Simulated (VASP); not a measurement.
# TiN (Osbornite) (Fm-3m) in VASP: further runs, part 2 of 2

VASP 6.6.1. Earlier steps stand in the parts before.

## Step 4: Single point, r2SCAN

This run uses another cell than the first one, of 9.30 Å³/atom, 1.043 times its volume.

Contents of POSCAR:

```
TiN
1.0
    0.0000000000      2.1026957600      2.1026957600
    2.1026957600      0.0000000000      2.1026957600
    2.1026957600      2.1026957600      0.0000000000
Ti N
1 1
Direct
    0.0000000000      0.0000000000      0.0000000000
    0.5000000000      0.5000000000      0.5000000000
```

Contents of INCAR.step1:

```
SYSTEM = TiN
ALGO = Normal
EDIFF = 1E-4
ENCUT = 520
GGA = PE
ISMEAR = -1
LASPH = .TRUE.
LCHARG = .FALSE.
LREAL = .FALSE.
LWAVE = .TRUE.
NBANDS = 16
NELM = 100
PREC = Accurate
SIGMA = 0.1
```

Contents of INCAR.step2:

```
SYSTEM = TiN
ALGO = Normal
EDIFF = 1E-7
ENCUT = 520
ISIF = 2
ISMEAR = -1
ISTART = 1
LASPH = .TRUE.
LCHARG = .FALSE.
LMIXTAU = .TRUE.
LREAL = .FALSE.
LWAVE = .FALSE.
METAGGA = R2SCAN
NBANDS = 16
NELM = 100
PREC = Accurate
SIGMA = 0.1
```

Contents of KPOINTS:

```
k-points
0
G
  14 14 14
  0 0 0
```

Potentials or basis: VASP PAW PBE potentials, release 64 (Ti_sv, N).

Command:

```sh
> cat potpaw_PBE.64/Ti_sv/POTCAR potpaw_PBE.64/N/POTCAR > POTCAR
> cp INCAR.step1 INCAR
> mpirun -np 1 vasp_std > vasp.out
> cp INCAR.step2 INCAR
> mpirun -np 1 vasp_std > vasp.out
```

OUTCAR:

```text
SYSTEM = TiN
   EDIFF = 1E-7
   ENCUT = 520
   ISIF = 2
   ISMEAR = -1
   ISTART = 1
   LASPH = .TRUE.
   LREAL = .FALSE.
   METAGGA = R2SCAN
   NELM = 100
   PREC = Accurate

 ion  position               nearest neighbor table
   1  0.000  0.000  0.000-   2 2.10   2 2.10   2 2.10   2 2.10   2 2.10   2 2.10
   2  0.500  0.500  0.500-   1 2.10   1 2.10   1 2.10   1 2.10   1 2.10   1 2.10

  LATTYP: Found a face centered cubic cell.
 ALAT       =     4.2053915200

  Lattice vectors:

 A1 = (   0.0000000000,   2.1026957600,   2.1026957600)
 A2 = (   2.1026957600,   0.0000000000,   2.1026957600)
 A3 = (   2.1026957600,   2.1026957600,   0.0000000000)

Analysis of symmetry for initial positions (statically):
=====================================================================
 Subroutine PRICEL returns:
 Original cell was already a primitive cell.

 Routine SETGRP: Setting up the symmetry group for a
 face centered cubic supercell.

 Subroutine GETGRP returns: Found 48 space group operations
 (whereof 48 operations were pure point group operations)
 out of a pool of 48 trial point group operations.

The static configuration has the point symmetry O_h .

Analysis of symmetry for dynamics (positions and initial velocities):
=====================================================================
 Subroutine PRICEL returns:
 Original cell was already a primitive cell.

 Routine SETGRP: Setting up the symmetry group for a
 face centered cubic supercell.

 Subroutine GETGRP returns: Found 48 space group operations
 (whereof 48 operations were pure point group operations)
 out of a pool of 48 trial point group operations.

The dynamic configuration has the point symmetry O_h .

 Subroutine INISYM returns: Found 48 space group operations
 (whereof 48 operations are pure point group operations),
 and found     1 'primitive' translations

----------------------------------------------------------------------------------------

                                     Primitive cell

[... 111 lines left out ...]
  volume/ion in A,a.u.               =       9.30        62.74
  Fermi-wavevector in a.u.,A,eV,Ry     =   1.588930  3.002642 34.350599  2.524698
  Thomas-Fermi vector in A             =   2.687858
   LORBIT       =      0    0 simple, 1 ext, 2 COOP (PROOUT), +10 PAW based schemes
   METAGGA = R2SCAN    functional components
   LHFCALC =     F    Hartree Fock is set to
   AEXX    =    0.0000 exact exchange contribution
   IVDW    =     0    specifies the selected vdW correction
   LEPSILON=     F    determine dielectric tensor
   LRPA    =     F    only Hartree local field effects (RPA)
 non-spin polarized calculation
  energy-cutoff  :      520.00
  volume of cell :       18.59
 maximum number of plane-waves:       531
 NGX is ok and might be reduce to    24
   NGX = 11   NGY = 11   NGZ = 11

 number of electron      16.9999998 magnetization

 Free energy of the ion-electron system (eV)
  ---------------------------------------------------
  ext. energy  EPLUGINS =         0.00000000
  ---------------------------------------------------
  free energy    TOTEN  =       -26.01563112 eV

  energy without entropy =      -25.98793559  energy(sigma->0) =      -26.00178336

 E-fermi :  12.0134     XC(G=0): -14.0364

 val. band max:       12.0048611056   @ k =   0.3571   0.1429   0.0714
 cond. band min:      12.0184908648   @ k =  -0.0714   0.0714   0.0000
 fundamental gap:      0.0136297592
 Fermi energy:        12.0133918961

 k-point     1 :       0.0000    0.0000    0.0000
  band No.  band energies     occupation
      1     -48.3168      2.00000
      2     -23.2348      2.00000
      3     -23.2348      2.00000
      4     -23.2348      2.00000
      5      -6.4127      2.00000
      6       9.5887      2.00000
[... 433 lines left out ...]
      3     -23.3151      2.00000
      4     -23.3025      2.00000
      5      -5.2333      2.00000
      6       5.5350      2.00000
[... 8 lines left out ...]
     15      25.9928      0.00000
     16      29.7827      0.00000

 [... further k-points ...]

------------------------ aborting loop because EDIFF is reached ----------------------------------------

  FORCE on cell =-STRESS in cart. coord.  units (eV):
  Direction    XX          YY          ZZ          XY          YZ          ZX
  --------------------------------------------------------------------------------------
  -------------------------------------------------------------------------------------
  Total        0.8936039      0.8936039      0.8936039      0.0000000     -0.0000000      0.0000000
  in kB       77.0009910     77.0009910     77.0009910      0.0000000     -0.0000000      0.0000000
  external PRESSURE =      77.0009910 kB  Pullay stress =       0.0000000 kB

 VOLUME and BASIS-vectors are now :
 -----------------------------------------------------------------------------
  energy-cutoff  :      520.00
  volume of cell :       18.59
      direct lattice vectors                 reciprocal lattice vectors
     0.000000000  2.102695760  2.102695760    -0.237789988  0.237789988  0.237789988
     2.102695760  0.000000000  2.102695760     0.237789988 -0.237789988  0.237789988
     2.102695760  2.102695760  0.000000000     0.237789988  0.237789988 -0.237789988

 POSITION                                       TOTAL-FORCE (eV/Angst)
 -----------------------------------------------------------------------------------
      0.00000      0.00000      0.00000         0.000000     -0.000000     -0.000000
      2.10270      2.10270      2.10270        -0.000000      0.000000      0.000000
 -----------------------------------------------------------------------------------
    total drift:                                0.000000     -0.000000     -0.000000

  FREE ENERGIE OF THE ION-ELECTRON SYSTEM (eV)
  ---------------------------------------------------
  free  energy   TOTEN  =       -26.0156311199 eV

  energy  without entropy=      -25.9879355946  energy(sigma->0) =      -26.00178336
```

OUTCAR.step1:

```text
SYSTEM = TiN
   EDIFF = 1E-4
   ENCUT = 520
   GGA = PE
   ISMEAR = -1
   LASPH = .TRUE.
   LREAL = .FALSE.
[... 676 lines left out ...]
      0.00000      0.00000      0.00000         0.000000      0.000000     -0.000000
      2.10270      2.10270      2.10270        -0.000000     -0.000000      0.000000
 -----------------------------------------------------------------------------------
    total drift:                                0.000000     -0.000000     -0.000000

  FREE ENERGIE OF THE ION-ELECTRON SYSTEM (eV)
  ---------------------------------------------------
  free  energy   TOTEN  =       -19.6324296672 eV

  energy  without entropy=      -19.6036985467  energy(sigma->0) =      -19.61806411
```

OSZICAR.step1:

```text
N       E                     dE             d eps       ncg     rms          rms(c)
DAV:   1     0.134082862788E+03    0.13408E+03   -0.83296E+03  3352   0.127E+03
DAV:   2    -0.169406263504E+02   -0.15102E+03   -0.14159E+03  3672   0.347E+02
DAV:   3    -0.246059661503E+02   -0.76653E+01   -0.75997E+01  4312   0.812E+01
DAV:   4    -0.247642459369E+02   -0.15828E+00   -0.15816E+00  3984   0.113E+01
DAV:   5    -0.247673944038E+02   -0.31485E-02   -0.31484E-02  3976   0.145E+00    0.188E+01
DAV:   6    -0.199800400213E+02    0.47874E+01   -0.12729E+01  4360   0.539E+01    0.690E+00
DAV:   7    -0.196667018329E+02    0.31334E+00   -0.15664E+00  3880   0.158E+01    0.516E+00
DAV:   8    -0.198561086231E+02   -0.18941E+00   -0.93938E-01  4624   0.145E+01    0.587E+00
DAV:   9    -0.196416494130E+02    0.21446E+00   -0.29109E-01  3872   0.845E+00    0.156E+00
DAV:  10    -0.196351144056E+02    0.65350E-02   -0.31261E-02  4064   0.202E+00    0.374E-01
DAV:  11    -0.196324321045E+02    0.26823E-02   -0.44416E-03  4768   0.766E-01    0.153E-01
DAV:  12    -0.196324296672E+02    0.24373E-05   -0.37415E-04  3544   0.183E-01
   1 F= -.19632430E+02 E0= -.19618064E+02  d E =-.287311E-01
```

Run time: 66 s. Hardware: 1 thread of Intel Xeon 6975P-C (Granite Rapids), shared host; peak memory 0.17 GiB.

What came out:

```yaml
Free_energy: -26.0156 eV
Pressure: 7.7 GPa
```

Caveat: the PAW data sets were made with another functional, which shifts forces and pressure a little.

## Step 5: Single point, r2SCAN

This run uses another cell than the first one, of 9.49 Å³/atom, 1.064 times its volume.

Contents of POSCAR:

```
TiN
1.0
    0.0000000000      2.1169035900      2.1169035900
    2.1169035900      0.0000000000      2.1169035900
    2.1169035900      2.1169035900      0.0000000000
Ti N
1 1
Direct
    0.0000000000      0.0000000000      0.0000000000
    0.5000000000      0.5000000000      0.5000000000
```

Contents of INCAR.step1:

```
SYSTEM = TiN
PREC = Accurate
ENCUT = 520
ISMEAR = -1
SIGMA = 0.1
LREAL = .FALSE.
LASPH = .TRUE.
NELM = 60
NBANDS = 16
GGA = PE
ALGO = Normal
EDIFF = 1E-4
LWAVE = .TRUE.
LCHARG = .FALSE.
```

Contents of INCAR.step2:

```
SYSTEM = TiN
PREC = Accurate
ENCUT = 520
EDIFF = 1E-6
ISMEAR = -1
SIGMA = 0.1
LREAL = .FALSE.
LASPH = .TRUE.
NELM = 60
ALGO = Normal
ISIF = 2
LWAVE = .FALSE.
LCHARG = .FALSE.
METAGGA = R2SCAN
LMIXTAU = .TRUE.
NBANDS = 16
ISTART = 1
```

Contents of KPOINTS:

```
Automatic mesh
0
G
  14 14 14
  0 0 0
```

Command:

```sh
> cat potpaw_PBE.64/Ti_sv/POTCAR potpaw_PBE.64/N/POTCAR > POTCAR
> cp INCAR.step1 INCAR
> mpirun -np 1 vasp_std > vasp.out
> cp INCAR.step2 INCAR
> mpirun -np 1 vasp_std > vasp.out
```

Run time: 65 s. Hardware: 1 thread of Intel Xeon 6975P-C (Granite Rapids), shared host; peak memory 0.16 GiB.

The run converged. Its results:

- Free energy: -26.0269 eV
- Pressure: 1.4 GPa

Levels at points of the mesh, in eV from the Fermi level:
```tsv
k point	band 7	band 8	band 9	band 10	band 11	band 12
(0.00, 0.00, 0.00)	-2.39	-2.39	-0.62	-0.62	-0.62	0.59
(0.50, 0.00, 0.00)	-5.94	-5.94	1.75	1.75	2.45	5.97
(0.50, 0.50, 0.00)	-3.63	-3.63	-3.12	1.68	2.46	2.46
```

Caveat: the PAW data sets were made with another functional, which shifts forces and pressure a little.

## Step 6: Single point, r2SCAN

This run uses another cell than the first one, of 9.49 Å³/atom, 1.064 times its volume.

POSCAR is that of step 5.

Contents of INCAR.step1:

```
PREC     = Accurate       # precision mode
ENCUT    = 520            # plane-wave cutoff, eV
ISMEAR   = -1             # smearing method
SIGMA    = 0.1            # smearing width, eV
LREAL    = F              # projectors in reciprocal space
LASPH    = T              # aspherical terms in the spheres
NELM     = 80             # most SCF steps
NBANDS   = 16             # bands
GGA      = PE             # functional
ALGO     = Normal         # electronic algorithm
EDIFF    = 1E-4           # SCF threshold, eV
LWAVE    = T              # write WAVECAR
LCHARG   = F              # write CHGCAR
```

Contents of INCAR.step2:

```
PREC     = Accurate       # precision mode
ENCUT    = 520            # plane-wave cutoff, eV
EDIFF    = 1E-6           # SCF threshold, eV
ISMEAR   = -1             # smearing method
SIGMA    = 0.1            # smearing width, eV
LREAL    = F              # projectors in reciprocal space
LASPH    = T              # aspherical terms in the spheres
NELM     = 80             # most SCF steps
ALGO     = Normal         # electronic algorithm
ISIF     = 2              # what is computed and relaxed
LWAVE    = F              # write WAVECAR
LCHARG   = F              # write CHGCAR
METAGGA  = R2SCAN         # meta-GGA
LMIXTAU  = T            
NBANDS   = 16             # bands
ISTART   = 1
```

Contents of KPOINTS:

```
regular mesh
0
Gamma
  14 14 14
```

Potentials or basis: VASP PAW PBE potentials, release 64 (Ti_sv, N).

Command:

```sh
> cat potpaw_PBE.64/Ti_sv/POTCAR potpaw_PBE.64/N/POTCAR > POTCAR
> cp INCAR.step1 INCAR
> mpirun -np 1 vasp_std > vasp.out
> cp INCAR.step2 INCAR
> mpirun -np 1 vasp_std > vasp.out
```

OUTCAR:

```text
PREC = Accurate
   ENCUT = 520
   EDIFF = 1E-6
   ISMEAR = -1
   LREAL = F
   LASPH = T
   NELM = 80
   ISIF = 2
   METAGGA = R2SCAN
   ISTART = 1

 ion  position               nearest neighbor table
   1  0.000  0.000  0.000-   2 2.12   2 2.12   2 2.12   2 2.12   2 2.12   2 2.12
   2  0.500  0.500  0.500-   1 2.12   1 2.12   1 2.12   1 2.12   1 2.12   1 2.12

  LATTYP: Found a face centered cubic cell.
 ALAT       =     4.2338071800

  Lattice vectors:

 A1 = (   0.0000000000,   2.1169035900,   2.1169035900)
 A2 = (   2.1169035900,   0.0000000000,   2.1169035900)
[... 626 lines left out ...]
      5      -5.4226      2.00000
      6       5.3574      2.00000
[... 8 lines left out ...]
     15      25.5321      0.00000
     16      29.2209      0.00000

 [... further k-points ...]
[... 5 lines left out ...]
  --------------------------------------------------------------------------------------
  -------------------------------------------------------------------------------------
  Total        0.1652190      0.1652190      0.1652190      0.0000000      0.0000000      0.0000000
  in kB       13.9520312     13.9520312     13.9520312      0.0000000      0.0000000      0.0000000
  external PRESSURE =      13.9520312 kB  Pullay stress =       0.0000000 kB

 VOLUME and BASIS-vectors are now :
 -----------------------------------------------------------------------------
  energy-cutoff  :      520.00
  volume of cell :       18.97
      direct lattice vectors                 reciprocal lattice vectors
     0.000000000  2.116903590  2.116903590    -0.236194035  0.236194035  0.236194035
     2.116903590  0.000000000  2.116903590     0.236194035 -0.236194035  0.236194035
     2.116903590  2.116903590  0.000000000     0.236194035  0.236194035 -0.236194035

 POSITION                                       TOTAL-FORCE (eV/Angst)
 -----------------------------------------------------------------------------------
      0.00000      0.00000      0.00000         0.000000      0.000000     -0.000000
      2.11690      2.11690      2.11690        -0.000000     -0.000000      0.000000
 -----------------------------------------------------------------------------------
    total drift:                                0.000000     -0.000000     -0.000000

  FREE ENERGIE OF THE ION-ELECTRON SYSTEM (eV)
  ---------------------------------------------------
  free  energy   TOTEN  =       -26.0269054216 eV

  energy  without entropy=      -25.9984674436  energy(sigma->0) =      -26.01268643
```

OUTCAR.step1:

```text
PREC = Accurate
   ENCUT = 520
   ISMEAR = -1
   LREAL = F
   LASPH = T
   NELM = 80
[... 675 lines left out ...]
 -----------------------------------------------------------------------------------
      0.00000      0.00000      0.00000        -0.000000     -0.000000     -0.000000
      2.11690      2.11690      2.11690         0.000000      0.000000      0.000000
 -----------------------------------------------------------------------------------
    total drift:                                0.000000     -0.000000     -0.000000

  FREE ENERGIE OF THE ION-ELECTRON SYSTEM (eV)
  ---------------------------------------------------
  free  energy   TOTEN  =       -19.6475682963 eV

  energy  without entropy=      -19.6180916346  energy(sigma->0) =      -19.63282997
```

OSZICAR.step1:

```text
N       E                     dE             d eps       ncg     rms          rms(c)
DAV:   1     0.132680701359E+03    0.13268E+03   -0.82840E+03  3336   0.126E+03
DAV:   2    -0.165804077362E+02   -0.14926E+03   -0.13920E+03  3632   0.345E+02
DAV:   3    -0.246092428112E+02   -0.80288E+01   -0.79316E+01  4328   0.826E+01
DAV:   4    -0.248045379920E+02   -0.19530E+00   -0.19511E+00  3976   0.124E+01
DAV:   5    -0.248092220738E+02   -0.46841E-02   -0.46841E-02  4008   0.168E+00    0.183E+01
DAV:   6    -0.200261926518E+02    0.47830E+01   -0.12947E+01  4360   0.535E+01    0.688E+00
DAV:   7    -0.196874686240E+02    0.33872E+00   -0.16485E+00  3952   0.161E+01    0.496E+00
DAV:   8    -0.199086634255E+02   -0.22119E+00   -0.10515E+00  4488   0.152E+01    0.600E+00
DAV:   9    -0.196577695131E+02    0.25089E+00   -0.34248E-01  3800   0.905E+00    0.157E+00
DAV:  10    -0.196505531879E+02    0.72163E-02   -0.32425E-02  4088   0.204E+00    0.411E-01
DAV:  11    -0.196476024752E+02    0.29507E-02   -0.46041E-03  4856   0.814E-01    0.165E-01
DAV:  12    -0.196475682963E+02    0.34179E-04   -0.37792E-04  3720   0.182E-01
   1 F= -.19647568E+02 E0= -.19632830E+02  d E =-.294767E-01
```

It took 86 s on 1 thread of Intel Xeon 6975P-C (Granite Rapids), shared host; peak memory 0.16 GiB.

Results:

- Free energy: -26.0269 eV
- Pressure: 1.4 GPa

Caveat: the PAW data sets were made with another functional, which shifts forces and pressure a little.

## Step 7: Summary

```tsv
cell	gap on the mesh (eV)	pressure (GPa)
a = 2.933 Å, angles 60.0°, 2 atoms	none	22.4
a = 2.953 Å, angles 60.0°, 2 atoms	none	14.7
a = 2.974 Å, angles 60.0°, 2 atoms	none	7.7
a = 2.994 Å, angles 60.0°, 2 atoms	none	1.4
```

Alike in all rows: task single point; level r2SCAN; potentials or basis VASP PAW PBE potentials, release 64 (Ti_sv, N); no spin polarisation; k mesh 14 × 14 × 14; cutoff (eV) 520; smearing fermi-dirac 0.1 eV.

Caveats: the PAW data sets were made with another functional, which shifts forces and pressure a little.

Absolute energies hang on the potentials; compare differences alone.
